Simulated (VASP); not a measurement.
# CdS (kpbe) (P6_3mc) in VASP: single point with PBE

Aim: the single point of CdS (kpbe) with PBE.

Everything below comes from runs of VASP 6.6.1. Logs are shortened: lines on timing, memory, paths and dates and some standing lists are left out, and cuts for length are marked.

### 1 The cell of the first run

Symmetry: P6_3mc, No. 186, hexagonal system. Conventional cell: a = 4.197 Å, b = 4.197 Å, c = 6.830 Å, α = 90.00°, β = 90.00°, γ = 120.00°. Cd (site symmetry 3m) has 4 S at 2.57 Å within 3.4 Å. S (site symmetry 3m) has 4 Cd at 2.57 Å within 3.4 Å.

### 2 Single point, PBE

INCAR

```
SYSTEM = CdS
PREC = Accurate
ENCUT = 500
EDIFF = 1E-6
ISMEAR = 0
SIGMA = 0.02
LREAL = .False.
LASPH = .True.
NELM = 120
ALGO = Normal
ISIF = 2
LWAVE = .False.
LCHARG = .False.
GGA = PE
NBANDS = 26
GGA_COMPAT = .False.
```

KPOINTS

```
Automatic mesh
0
Gamma
  9 9 4
  0 0 0
```

POSCAR

```
CdS
1.0
    4.1968170681      0.0000000000      0.0000000000
   -2.0984085341      3.6345501960      0.0000000000
    0.0000000000      0.0000000000      6.8297153325
Cd S
2 2
Direct
    0.6666666667      0.3333333333      0.5002270442
    0.3333333333      0.6666666667      0.0002270442
    0.6666666667      0.3333333333      0.8767729558
    0.3333333333      0.6666666667      0.3767729558
```

Potentials or basis: VASP PAW PBE potentials, release 64 (Cd, S).

Started as:

```console
cat potpaw_PBE.64/Cd/POTCAR potpaw_PBE.64/S/POTCAR > POTCAR
mpirun -np 1 vasp_std > vasp.out
```

OUTCAR:

```text
SYSTEM = CdS
   PREC = Accurate
   ENCUT = 500
   EDIFF = 1E-6
   ISMEAR = 0
   LREAL = .False.
   LASPH = .True.
   NELM = 120
   ISIF = 2
   GGA = PE

 ion  position               nearest neighbor table
   1  0.667  0.333  0.500-   4 2.57   4 2.57   4 2.57   3 2.57
   2  0.333  0.667  0.000-   3 2.57   3 2.57   3 2.57   4 2.57
   3  0.667  0.333  0.877-   2 2.57   2 2.57   2 2.57   1 2.57
   4  0.333  0.667  0.377-   1 2.57   1 2.57   1 2.57   2 2.57

  LATTYP: Found a hexagonal cell.
 ALAT       =     4.1968170681
 C/A-ratio  =     1.6273559752

  Lattice vectors:

 A1 = (   4.1968170681,   0.0000000000,   0.0000000000)
 A2 = (  -2.0984085341,   3.6345501960,   0.0000000000)
 A3 = (   0.0000000000,   0.0000000000,   6.8297153325)

Analysis of symmetry for initial positions (statically):
=====================================================================
 Subroutine PRICEL returns:
 Original cell was already a primitive cell.

 Routine SETGRP: Setting up the symmetry group for a
 hexagonal supercell.

 Subroutine GETGRP returns: Found 12 space group operations
 (whereof  6 operations were pure point group operations)
 out of a pool of 24 trial point group operations.

The static configuration has the point symmetry C_3v.
 The point group associated with its full space group is C_6v.

Analysis of symmetry for dynamics (positions and initial velocities):
=====================================================================
 Subroutine PRICEL returns:
 Original cell was already a primitive cell.

 Routine SETGRP: Setting up the symmetry group for a
 hexagonal supercell.

 Subroutine GETGRP returns: Found 12 space group operations
 (whereof  6 operations were pure point group operations)
 out of a pool of 24 trial point group operations.

The dynamic configuration has the point symmetry C_3v.
 The point group associated with its full space group is C_6v.

 Subroutine INISYM returns: Found 12 space group operations
 (whereof  6 operations are pure point group operations),
 and found     1 'primitive' translations

----------------------------------------------------------------------------------------

                                     Primitive cell

  volume of cell :     104.1774

  direct lattice vectors                    reciprocal lattice vectors
     4.196817068  0.000000000  0.000000000     0.238275813  0.137568605  0.000000000
    -2.098408534  3.634550196  0.000000000     0.000000000  0.275137210  0.000000000
     0.000000000  0.000000000  6.829715333     0.000000000  0.000000000  0.146418987

  length of vectors
     4.196817068  4.196817068  6.829715333     0.275137210  0.275137210  0.146418987

  position of ions in fractional coordinates (direct lattice)
     0.666666667  0.333333333  0.500227044
     0.333333333  0.666666667  0.000227044
     0.666666667  0.333333333  0.876772956
     0.333333333  0.666666667  0.376772956

  ion indices of the primitive-cell ions
   primitive index   ion index
                 1           1
                 2           2
                 3           3
                 4           4

----------------------------------------------------------------------------------------

 KPOINTS: Automatic mesh

Automatic generation of k-mesh.
 Grid dimensions read from file:
 generate k-points for:    9    9    4

 Generating k-lattice:

  Cartesian coordinates                     Fractional coordinates (reciprocal lattice)
     0.026475090  0.015285401  0.000000000     0.111111111 -0.000000000  0.000000000
     0.000000000  0.030570801  0.000000000     0.000000000  0.111111111  0.000000000
     0.000000000  0.000000000  0.036604747     0.000000000  0.000000000  0.250000000

  Length of vectors
     0.030570801  0.030570801  0.036604747

  Shift w.r.t. Gamma in fractional coordinates (k-lattice)
     0.000000000  0.000000000  0.000000000

 Subroutine IBZKPT returns following result:
 ===========================================

 Found     36 irreducible k-points:

 Following reciprocal coordinates:
            Coordinates               Weight
  0.000000  0.000000  0.000000      1.000000
  0.111111  0.000000  0.000000      6.000000
  0.222222  0.000000  0.000000      6.000000
  0.333333  0.000000  0.000000      6.000000
  0.444444  0.000000  0.000000      6.000000
  0.111111  0.111111  0.000000      6.000000
[... 16 lines left out ...]
  0.333333  0.222222  0.250000     24.000000
  0.333333  0.333333  0.250000      4.000000
 [... further k-points ...]
   k-points           NKPTS =     36   k-points in BZ     NKDIM =     36   number of bands    NBANDS=     26
   number of dos      NEDOS =    301   number of ions     NIONS =      4
   total plane-waves  NPLWV =  51200
   dimension x,y,z NGX =    32 NGY =   32 NGZ =   50
   dimension x,y,z NGXF=    64 NGYF=   64 NGZF=  100
   ions per type =               2   2
   NGX,Y,Z   is equivalent  to a cutoff of  12.68, 12.68, 12.17 a.u.
   NGXF,Y,Z  is equivalent  to a cutoff of  25.35, 25.35, 24.34 a.u.
 SYSTEM =  CdS
   PREC   = accura    normal or accurate (medium, high low for compatibility)
   ISTART =      0    job   : 0-new  1-cont  2-samecut
   ICHARG =      2    charge: 1-file 2-atom 10-const
   ISPIN  =      1    spin polarized calculation?
   LNONCOLLINEAR =      F non collinear calculations
   LSORBIT =      F    spin-orbit coupling
   LASPH  =      T    aspherical Exc in radial PAW
   ENCUT  =  500.0 eV  36.75 Ry    6.06 a.u.   7.65  7.65 12.45*2*pi/ulx,y,z
   NELM   =    120;   NELMIN=  2; NELMDL= -5     # of ELM steps
   EDIFF  = 0.1E-05   stopping-criterion for ELM
   LREAL  =      F    real-space projection
   EDIFFG = 0.1E-04   stopping-criterion for IOM
   NSW    =      0    number of steps for IOM
   IBRION =     -1    ionic relax: 0-MD 1-quasi-New 2-CG
   NFREE  =      0    steps in history (QN), initial steepest desc. (CG)
   ISIF   =      2    stress and relaxation
   ISYM   =      2    0-nonsym 1-usesym 2-fastsym
   POTIM  = 0.5000    time-step for ionic-motion
   TEBEG  =    0.0;   TEEND  =   0.0 temperature during run
   PSTRESS=    0.0 pullay stress
   NELECT =      36.0000    total number of electrons
   NUPDOWN=      -1.0000    fix difference up-down
   EMIN   =  10.00;   EMAX   =-10.00  energy-range for DOS
   EFERMI =   0.00;   METHOD = LEGACY
   ISMEAR =     0;   SIGMA  =   0.02  broadening in eV -4-tet -1-fermi 0-gaus
   EFERMI_NEDOS =   21; number of points for ismear=-14 and -15
   IALGO  =     38    algorithm
   IMIX   =      4    mixing-type and parameters
     AMIX     =   0.40;   BMIX     =  1.00
     AMIX_MAG =   1.60;   BMIX_MAG =  1.00
  volume/ion in A,a.u.               =      26.04       175.76
  Fermi-wavevector in a.u.,A,eV,Ry     =   1.148818  2.170951 17.956735  1.319783
  Thomas-Fermi vector in A             =   2.285491
   LORBIT       =      0    0 simple, 1 ext, 2 COOP (PROOUT), +10 PAW based schemes
   GGA     = PE    functional components
   LHFCALC =     F    Hartree Fock is set to
   AEXX    =    0.0000 exact exchange contribution
   IVDW    =     0    specifies the selected vdW correction
   LEPSILON=     F    determine dielectric tensor
   LRPA    =     F    only Hartree local field effects (RPA)
 non-spin polarized calculation
 Gauss-broadening in eV      SIGMA  =   0.02
  energy-cutoff  :      500.00
  volume of cell :      104.18
 maximum number of plane-waves:      2677
 NGX is ok and might be reduce to    32
   NGX = 15   NGY = 15   NGZ = 25

 number of electron      36.0000000 magnetization

 Free energy of the ion-electron system (eV)
  ---------------------------------------------------
  ext. energy  EPLUGINS =         0.00000000
  ---------------------------------------------------
  free energy    TOTEN  =       -12.29941516 eV

  energy without entropy =      -12.29941516  energy(sigma->0) =      -12.29941516

 E-fermi :   1.0057     XC(G=0):  -8.9181

 val. band max:        0.9092238789   @ k =   0.0000   0.0000   0.0000
 cond. band min:       2.0216617901   @ k =   0.0000   0.0000   0.0000
 fundamental gap:      1.1124379111
 Fermi energy:         1.0057397372

 k-point     1 :       0.0000    0.0000    0.0000
  band No.  band energies     occupation
      1     -11.1777      2.00000
      2     -10.7903      2.00000
      3      -6.6381      2.00000
      4      -6.6323      2.00000
      5      -6.6323      2.00000
      6      -6.5581      2.00000
[... 18 lines left out ...]
     25       8.4576      0.00000
     26       8.4602      0.00000

 k-point     2 :       0.1111    0.0000    0.0000
  band No.  band energies     occupation
      1     -11.1381      2.00000
      2     -10.7728      2.00000
      3      -6.6263      2.00000
      4      -6.6163      2.00000
      5      -6.6000      2.00000
      6      -6.5394      2.00000
[... 18 lines left out ...]
     25       8.3791      0.00000
     26       8.7107      0.00000

 k-point     3 :       0.2222    0.0000    0.0000
  band No.  band energies     occupation
      1     -11.0345      2.00000
      2     -10.7312      2.00000
      3      -6.5919      2.00000
      4      -6.5798      2.00000
      5      -6.5143      2.00000
      6      -6.4790      2.00000
[... 18 lines left out ...]
     25       8.6455      0.00000
     26       9.3836      0.00000

 k-point     4 :       0.3333    0.0000    0.0000
  band No.  band energies     occupation
      1     -10.9079      2.00000
      2     -10.6920      2.00000
      3      -6.5617      2.00000
      4      -6.5480      2.00000
      5      -6.4342      2.00000
      6      -6.4154      2.00000
[... 18 lines left out ...]
     25       9.2154      0.00000
     26       9.5927      0.00000
[... 496 lines left out ...]
      1     -10.8190      2.00000
      2     -10.7010      2.00000
      3      -6.5368      2.00000
      4      -6.5144      2.00000
      5      -6.4396      2.00000
      6      -6.4195      2.00000
[... 18 lines left out ...]
     25       8.8294      0.00000
     26       9.8418      0.00000

 k-point    23 :       0.3333    0.2222    0.2500
  band No.  band energies     occupation
      1     -10.7484      2.00000
      2     -10.6894      2.00000
      3      -6.5347      2.00000
      4      -6.4868      2.00000
      5      -6.4277      2.00000
      6      -6.3919      2.00000
[... 18 lines left out ...]
     25       9.4285      0.00000
     26      10.0510      0.00000

 k-point    24 :       0.3333    0.3333    0.2500
  band No.  band energies     occupation
      1     -10.7050      2.00000
      2     -10.7050      2.00000
      3      -6.5385      2.00000
      4      -6.4456      2.00000
      5      -6.4456      2.00000
      6      -6.3845      2.00000
[... 18 lines left out ...]
     25      10.1653      0.00000
     26      10.1966      0.00000

 [... further k-points ...]

------------------------ aborting loop because EDIFF is reached ----------------------------------------

  FORCE on cell =-STRESS in cart. coord.  units (eV):
  Direction    XX          YY          ZZ          XY          YZ          ZX
  --------------------------------------------------------------------------------------
  -------------------------------------------------------------------------------------
  Total        0.1703359      0.1703359      0.1739474     -0.0000000      0.0000000      0.0000000
  in kB        2.6196507      2.6196507      2.6751939     -0.0000000      0.0000000      0.0000000
  external PRESSURE =       2.6381651 kB  Pullay stress =       0.0000000 kB

 VOLUME and BASIS-vectors are now :
 -----------------------------------------------------------------------------
  energy-cutoff  :      500.00
  volume of cell :      104.18
      direct lattice vectors                 reciprocal lattice vectors
     4.196817068  0.000000000  0.000000000     0.238275813  0.137568605  0.000000000
    -2.098408534  3.634550196  0.000000000     0.000000000  0.275137210  0.000000000
     0.000000000  0.000000000  6.829715333     0.000000000  0.000000000  0.146418987

 POSITION                                       TOTAL-FORCE (eV/Angst)
 -----------------------------------------------------------------------------------
      2.09841      1.21152      3.41641        -0.000000      0.000000     -0.000145
     -0.00000      2.42303      0.00155         0.000000     -0.000000     -0.000145
      2.09841      1.21152      5.98811         0.000000     -0.000000      0.000145
     -0.00000      2.42303      2.57325        -0.000000      0.000000      0.000145
 -----------------------------------------------------------------------------------
    total drift:                               -0.000000      0.000000     -0.000296

  FREE ENERGIE OF THE ION-ELECTRON SYSTEM (eV)
  ---------------------------------------------------
  free  energy   TOTEN  =       -12.2994151554 eV

  energy  without entropy=      -12.2994151554  energy(sigma->0) =      -12.29941516
```

Run time: 89 s. Hardware: 1 thread of Intel Xeon 8259CL, shared host; peak memory 0.25 GiB.

What came out:

- Free energy: -12.2994 eV
- Pressure: 0.3 GPa
- Band gap on the k mesh: 1.11 eV, direct

A hybrid or GW would open this gap; PBE tends to underestimate it.
